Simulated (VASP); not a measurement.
Here is a VASP 6.6.1 calculation.

Contents of INCAR:

```
SYSTEM = MgS
PREC     = Accurate       ! precision mode
ENCUT    = 840            ! plane-wave cutoff, eV
EDIFF    = 1E-6           ! SCF threshold, eV
ISMEAR   = -1             ! smearing method
SIGMA    = 0.02           ! smearing width, eV
LREAL    = .False.        ! projectors in reciprocal space
LASPH    = .True.         ! aspherical terms in the spheres
NELM     = 120            ! most SCF steps
ALGO     = Normal         ! electronic algorithm
ISIF     = 2              ! what is computed and relaxed
LWAVE    = .False.        ! write WAVECAR
LCHARG   = .False.        ! write CHGCAR
GGA      = PE             ! functional
NBANDS   = 15             ! bands
GGA_COMPAT= .False.
```

KPOINTS

```
regular mesh
0
Gamma
  8 8 8
  0 0 0
```

File POSCAR:

```
MgS
1.0
    0.0000000000      2.9441119149      2.9441119149
    2.9441119149      0.0000000000      2.9441119149
    2.9441119149      2.9441119149      0.0000000000
Mg S
1 1
Direct
    0.0000000000      0.0000000000      0.0000000000
    0.2500000000      0.2500000000      0.2500000000
```

Potentials or basis: VASP PAW PBE potentials, release 64 (Mg_sv, S).

Command:

```sh
$ cat potpaw_PBE.64/Mg_sv/POTCAR potpaw_PBE.64/S/POTCAR > POTCAR
$ mpirun -np 1 vasp_std > vasp.out
```

Estimate the pressure.

-4.6 GPa.

Predict the band gap on the k mesh.

2.91 eV.

Caveat: the cell differs from its parent crystal (strain +4.0%); the cell stands under tension; the structure was generated, so it needn't be the stable form of MgS.
